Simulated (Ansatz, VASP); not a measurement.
**One calculation of NiMoIrPdW, two programs**

INCAR

```
  PREC = Accurate
  ENCUT = 520
  EDIFF = 1E-8
  ISMEAR = -1
  SIGMA = 0.05
  LREAL = F
  LASPH = T
  NELM = 100
  ALGO = Fast
  ISIF = 2
  LWAVE = F
  LCHARG = F
  ISPIN = 2
  MAGMOM = 1 1 0 0.6 0
  LORBIT = 11
  LMAXMIX = 4
  GGA = PE
  LEFG = T
  KPAR = 4
```

KPOINTS

```
regular mesh
0
Gamma
  8 8 5
```

The input POSCAR:

```
NiMoIrPdW
1.0
    4.1170500000      0.0000000000      0.0000000000
   -2.0585300000      3.5654700000      0.0000000000
    0.0000000000      0.0000000000      5.4458000000
Ni Mo Pd Ir W
1 1 1 1 1
Direct
    0.0000000000      0.0000000000      0.9577500000
    0.6666700000      0.3333300000      0.9616100000
    0.6666700000      0.3333300000      0.4629500000
    0.3333300000      0.6666700000      0.7257200000
    0.3333300000      0.6666700000      0.2364200000
```

input.yaml

```yaml
crystal:
  lattice:
    - [4.11705, 0.0, 0.0]
    - [-2.05853, 3.56547, 0.0]
    - [0.0, 0.0, 5.4458]
  atoms:
    - { symbol: Ni, position: [0.0, 0.0, 0.95775], spin: 1.0 }
    - { symbol: Mo, position: [0.66667, 0.33333, 0.96161], spin: 1.0 }
    - { symbol: Pd, position: [0.66667, 0.33333, 0.46295] }
    - { symbol: Ir, position: [0.33333, 0.66667, 0.72572], spin: 0.6 }
    - { symbol: W, position: [0.33333, 0.66667, 0.23642] }
hamiltonian:
  xc: pbe
  pseudopotentials: { kind: paw }
magnetization:
  spin_polarized: true
kpoints:
  mp_grid: { grid: [8, 8, 5] }
scf:
  occupations: { method: fermi_dirac, width: 0.05 }
output:
  forces: true
  stress: true
  eigenvalues: true
  efg: {}
  write_density: true
  write_potential: true
  elf: true
  volumetric_format: npy
```

Alike in both runs: task electric field gradients; functional PBE; k mesh 8 × 8 × 5; occupations fermi-dirac, width 0.05 eV; collinear spin, ferromagnetic start.

|  | VASP | Ansatz |
| --- | --- | --- |
| version | VASP 6.6.1 | Ansatz 0.2.0 |
| potentials or method | VASP PAW PBE potentials, release 64 (Ni, Mo_sv, Pd, Ir, W_sv) | Ansatz PAW |
| plane-wave cutoff (eV) | 520 | 420 |
| valence electrons in the cell | 57 | 81 |

Ansatz gave:

- gap on the k mesh at the Fermi level (eV): none
- pressure (GPa): 0.0
- rms of the force components (eV/Å): 0.014
- net moment per atom (μB): 0.00
- size of Vzz on the site where it differs most (V/Å²): 62.1

**Question.** Estimate VASP's values.

**Answer.** gap on the k mesh at the Fermi level (eV): none; pressure (GPa): 0.2; rms of the force components (eV/Å): 0.015; net moment per atom (μB): 0.00; size of Vzz on the site where it differs most (V/Å²): 119.5.

Atom by atom the forces differ by 0.005 eV/Å (rms over components). A gap of «none» marks a metal or a gap that the smearing closes. With one functional, cell and mesh, what is left measures potentials, basis and numerics. VASP's potentials hold 57 valence electrons a cell and Ansatz's 81, so a difference there can come from the potentials and not from the codes.

Spin-orbit coupling is off throughout.
